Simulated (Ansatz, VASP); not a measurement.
Two plane-wave programs on SnO

```xyz
2
Lattice="0.0000 2.7082 2.7082 2.7082 0.0000 2.7082 2.7082 2.7082 0.0000" Properties=species:S:1:pos:R:3 pbc="T T T"
Sn    0.0000    0.0000    0.0000
O     1.3541    1.3541    1.3541
```

Alike in both runs: task single point; functional PBEsol; k mesh 6 × 6 × 6; occupations fermi-dirac, width 0.02 eV; no spin polarisation.

|  | VASP | Ansatz |
| --- | --- | --- |
| version | VASP 6.6.1 | Ansatz 0.2.0 |
| potentials or method | VASP PAW PBE potentials, release 64 (Sn_d, O) | plane waves |
| plane-wave cutoff (eV) | 600 | 420 |
| valence electrons in the cell | 20 | 20 |

|  | VASP | Ansatz | Ansatz less VASP |
| --- | --- | --- | --- |
| pressure (GPa) | -1.1 | -1.1 | +0.01 |

VASP's potentials were made for PBE, not for PBEsol.
